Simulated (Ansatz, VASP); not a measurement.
**Bi in VASP and in Ansatz**

Contents of INCAR:

```
SYSTEM = Bi
ALGO = Normal ; EDIFF = 1E-6
EDIFFG = -0.04 ; ENCUT = 600
GGA = PE ; IBRION = 2
ISIF = 3 ; ISMEAR = 0
LASPH = .True. ; LCHARG = .False.
LREAL = .False. ; LWAVE = .False.
NELM = 80 ; NSW = 90
PREC = Accurate ; SIGMA = 0.1
```

File KPOINTS:

```
k-points
0
Gamma
  6 6 6
  0 0 0
```

The input POSCAR:

```
Bi
1.0
    5.3193804522      0.0000000000      0.0000000000
   -2.6596902261      4.6067186040      0.0000000000
    0.0000000000      0.0000000000      3.5019859055
Bi
2
Direct
    0.3333333333      0.6666666667      0.5627707478
    0.6666666667      0.3333333333      0.4372292522
```

Input for Ansatz:

```yaml
crystal:
  lattice:
    - [5.3193804522, 0.0, 0.0]
    - [-2.6596902261, 4.606718604, 0.0]
    - [0.0, 0.0, 3.5019859055]
  atoms:
    - { symbol: Bi, position: [0.3333333333, 0.6666666667, 0.5627707478] }
    - { symbol: Bi, position: [0.6666666667, 0.3333333333, 0.4372292522] }
basis:
  ecutwfc: 420
kpoints:
  mp_grid: { grid: [6, 6, 6] }
hamiltonian:
  xc: pbe
scf:
  occupations: { method: gaussian, width: 0.1 }
  lower_state_search: "off"
output:
  forces: true
  stress: true
  eigenvalues: true
relax:
  adjacent_minimum: "off"
  f_tol: 0.04
  max_steps: 70
  cell: { stress_tol: 0.4 }
```

Alike in both runs: task relaxation of cell and atoms; functional PBE; k mesh 6 × 6 × 6; occupations gaussian, width 0.1 eV; no spin polarisation.

|  | VASP | Ansatz |
| --- | --- | --- |
| version | VASP 6.6.1 | Ansatz 0.2.0 |
| potentials or method | VASP PAW PBE potentials, release 64 (Bi_d), cutoff 600 eV | scalar-relativistic, plane waves, PAW |
| valence electrons in the cell | 30 | 30 |

```tsv
	VASP	Ansatz	Ansatz less VASP
gap on the k mesh at the Fermi level, each at its own relaxed structure (eV)	none	none	-
relaxed volume (Å³/atom)	43.63	43.40	-0.229
relaxed cell length with the largest relative difference (Å)	5.552	5.539	-0.0130
```

A gap of «none» marks a metal or a gap that the smearing closes.

Neither program's run includes spin-orbit coupling.
